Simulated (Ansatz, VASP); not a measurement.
ScGa2N3 in VASP and in Ansatz

```
Sc Ga N
1.0
    -1.53516    2.23178    4.54977
     1.53516   -2.23178    4.54977
     1.53516    2.23178   -4.54977
Sc Ga N
1 2 3
Direct
  0.00000 0.00000 0.00000
  0.66858 0.66858 0.00000
  0.33142 0.33142 0.00000
  0.82521 0.32521 0.50000
  0.17479 0.67479 0.50000
  0.50000 0.00000 0.50000
```

Alike in both runs: functional PBE; k mesh 10 × 10 × 10; occupations gaussian, width 0.02 eV; no spin polarisation.

Ansatz relaxed the structure, and its values are those at the end. VASP's run is a single point on that final structure, the one shown.

```csv
,VASP,Ansatz
version,VASP 6.6.1,Ansatz 0.2.0
potentials or method,"VASP PAW PBE potentials, release 64 (Sc_sv, Ga_d, N), cutoff 520 eV","scalar-relativistic, plane waves, PAW"
valence electrons in the cell,52,52
```

|  | VASP | Ansatz | Ansatz less VASP |
| --- | --- | --- | --- |
| gap on the k mesh at the Fermi level (eV) | 1.54 | 1.54 | +0.007 |
| least direct gap on the mesh (eV) | 1.55 | 1.56 | +0.012 |
| pressure (GPa) | 0.9 | 0.0 | -0.84 |
| rms of the force components (eV/Å) | 0.010 | 0.003 | -0.0076 |
